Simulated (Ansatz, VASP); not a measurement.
One calculation of As, two programs

The input INCAR:

```
SYSTEM = As
ALGO     = Normal         ! electronic algorithm
EDIFF    = 1E-6           ! SCF threshold, eV
ENCUT    = 500            ! plane-wave cutoff, eV
GGA      = CA             ! functional
GGA_COMPAT= .FALSE.      
ISIF     = 2              ! what is computed and relaxed
ISMEAR   = -1             ! smearing method
LASPH    = .TRUE.         ! aspherical terms in the spheres
LCHARG   = .TRUE.         ! write CHGCAR
LELF     = .TRUE.         ! ELF
LREAL    = .FALSE.        ! projectors in reciprocal space
LVHAR    = .TRUE.       
LWAVE    = .FALSE.        ! write WAVECAR
NBANDS   = 12             ! bands
NELM     = 120            ! most SCF steps
PREC     = Accurate       ! precision mode
SIGMA    = 0.01           ! smearing width, eV
```

KPOINTS

```
k-points
0
G
  10 10 10
  0 0 0
```

POSCAR

```
As
1.0
    1.8799878575      1.0854114956      3.3276505507
   -1.8799878575      1.0854114956      3.3276505507
    0.0000000000     -2.1708229912      3.3276505507
As
2
Direct
    0.7695128170      0.7695128170      0.7695128170
    0.2304871830      0.2304871830      0.2304871830
```

Input for Ansatz:

```yaml
crystal:
  lattice:
    - [1.8799878575, 1.0854114956, 3.3276505507]
    - [-1.8799878575, 1.0854114956, 3.3276505507]
    - [0.0, -2.1708229912, 3.3276505507]
  atoms:
    - { symbol: As, position: [0.769512817, 0.769512817, 0.769512817] }
    - { symbol: As, position: [0.230487183, 0.230487183, 0.230487183] }
hamiltonian:
  xc: lda
  pseudopotentials:
    kind: paw
    azcp:
      As: "pseudopotentials/As.paw.azcp"
basis:
  ecutwfc: 420
  fft_grid_basis: typed
kpoints:
  mp_grid: { grid: [10, 10, 10], shift: [0, 0, 0] }
magnetization:
  spin_polarized: false
scf:
  occupations: { method: fermi_dirac, width: 0.01 }
  lower_state_search: "off"
output:
  stress: true
```

Alike in both runs: task single point; functional LDA; k mesh 10 × 10 × 10; occupations fermi-dirac, width 0.01 eV; no spin polarisation.

|  | VASP | Ansatz |
| --- | --- | --- |
| version | VASP 6.6.1 | Ansatz 0.2.0 |
| potentials or method | VASP PAW LDA potentials, release 64 (As), cutoff 500 eV | plane waves (420 eV) with PAW, scalar-relativistic |
| valence electrons in the cell | 10 | 30 |

```tsv
	VASP	Ansatz	Ansatz less VASP
pressure (GPa)	0.5	0.0	-0.46
traceless stress, the component that is largest in VASP (GPa)	-0.20	-0.09	+0.113
```

Ansatz warns that its potentials were made for another functional, while VASP's fit it. LDA's correlation is that of Perdew and Zunger in VASP and of Perdew and Wang (1992) in Ansatz. VASP's potentials hold 10 valence electrons a cell and Ansatz's 30, so a difference there can come from the potentials and not from the codes.
